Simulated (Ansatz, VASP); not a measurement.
**Ge: VASP beside Ansatz**

POSCAR

```
Ge
1.0
    1.3971490000     -2.6005160000      0.0000000000
    1.3971490000      2.6005160000      0.0000000000
    0.0000000000      0.0000000000      2.6982310000
Ge
1
Direct
    0.5000000000      0.5000000000      0.0000000000
```

INCAR.step1

```
ALGO = Normal
EDIFF = 1E-5
ENCUT = 520
GGA = PE
ISIF = 2
ISMEAR = -1
LASPH = T
LCHARG = F
LREAL = F
LWAVE = T
NBANDS = 13
NELM = 80
PREC = Accurate
SIGMA = 0.05
```

Contents of INCAR.step2:

```
AEXX = 0.25
ALGO = Normal
EDIFF = 1E-6
ENCUT = 520
ISIF = 2
ISMEAR = -1
ISTART = 1
LASPH = T
LCHARG = F
LHFCALC = T
LMIXTAU = T
LREAL = F
LWAVE = F
METAGGA = R2SCAN
NBANDS = 13
NELM = 80
PREC = Accurate
PRECFOCK = Normal
SIGMA = 0.05
```

The input KPOINTS:

```
k-points
0
Gamma
  6 6 6
```

File input.yaml:

```yaml
crystal:
  lattice:
    - [1.397149, -2.600516, 0.0]
    - [1.397149, 2.600516, 0.0]
    - [0.0, 0.0, 2.698231]
  atoms:
    - { symbol: Ge, position: [0.5, 0.5, 0.0] }
hamiltonian:
  xc: r2scan0
  pseudopotentials: { kind: paw }
kpoints:
  mp_grid: { grid: [6, 6, 6] }
scf:
  occupations: { method: fermi_dirac, width: 0.05 }
  n_extra_bands: 6
output:
  forces: true
  stress: true
  eigenvalues: true
  dos: { projected: true, de: 0.05 }
```

Alike in both runs: functional r2SCAN0; k mesh 6 × 6 × 6; occupations fermi-dirac, width 0.05 eV; no spin polarisation.

|  | VASP | Ansatz |
| --- | --- | --- |
| version | VASP 6.6.1 | Ansatz 0.2.0 |
| potentials or method | VASP PAW PBE potentials, release 64 (Ge_d) | Ansatz PAW |
| plane-wave cutoff (eV) | 520 | 500 |
| valence electrons in the cell | 14 | 14 |
| task | single point | projected density of states |

```csv
,VASP,Ansatz,Ansatz less VASP
gap on the k mesh at the Fermi level (eV),none,none,-
pressure (GPa),-4.5,-4.4,+0.06
"traceless stress, the component that is largest in VASP (GPa)",6.85,6.82,-0.030
```

VASP's potentials were made for PBE, not for r2SCAN0. A gap of «none» marks a metal or a gap that the smearing closes.

The k mesh is coarse, so the values compare programs but aren't converged.
